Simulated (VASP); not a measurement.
A run of VASP 6.6.1:

File INCAR:

```
  PREC = Accurate
  ENCUT = 520
  EDIFF = 1E-6
  ISMEAR = 0
  SIGMA = 0.15
  LREAL = F
  LASPH = T
  NELM = 100
  ALGO = Normal
  ISIF = 2
  LWAVE = F
  LCHARG = F
  GGA = PE
  IVDW = 12
  NBANDS = 84
```

File KPOINTS:

```
Automatic mesh
0
Gamma
  3 2 4
```

Contents of POSCAR:

```
Ti12H
1.0
    5.9000000000      0.0000000000      0.0000000000
   -4.4250000000      7.6643250000      0.0000000000
    0.0000000000      0.0000000000      4.6846000000
Ti H
12 1
Direct
   -0.0062671653     -0.0053822091     -0.0044904581
    0.1464917100      0.2127026190      0.5046292106
   -0.0050262858      0.3298533139     -0.0009979507
    0.1684936991      0.5530273051      0.4978922427
    0.0071143720      0.6692589367     -0.0011926312
    0.1726125061      0.8911063923      0.4970782991
    0.5025340751      0.0002716482     -0.0023227170
    0.6705286863      0.2158411863      0.5055490330
    0.4958041139      0.3327349767      0.0080429492
    0.6839337237      0.5715385243      0.5061194125
    0.4996768842      0.6667022862     -0.0017672800
    0.6605035220      0.8854657129      0.4973741621
    0.4992288291      0.3366623936      0.4457304786
```

Potentials or basis: VASP PAW PBE potentials, release 64 (Ti_sv, H).

The run is started by

```console
$ cat potpaw_PBE.64/Ti_sv/POTCAR potpaw_PBE.64/H/POTCAR > POTCAR
$ mpirun -np 1 vasp_std > vasp.out
```

Hardware: 1 thread of Oxide Virtual Turin-like Processor, on a shared host.

Q: Estimate the wall time of this run.

A: It took 14 min on 1 thread of Oxide Virtual Turin-like Processor (shared host), peak memory 0.41 GiB. Counts: scf iterations 22, k points 14.
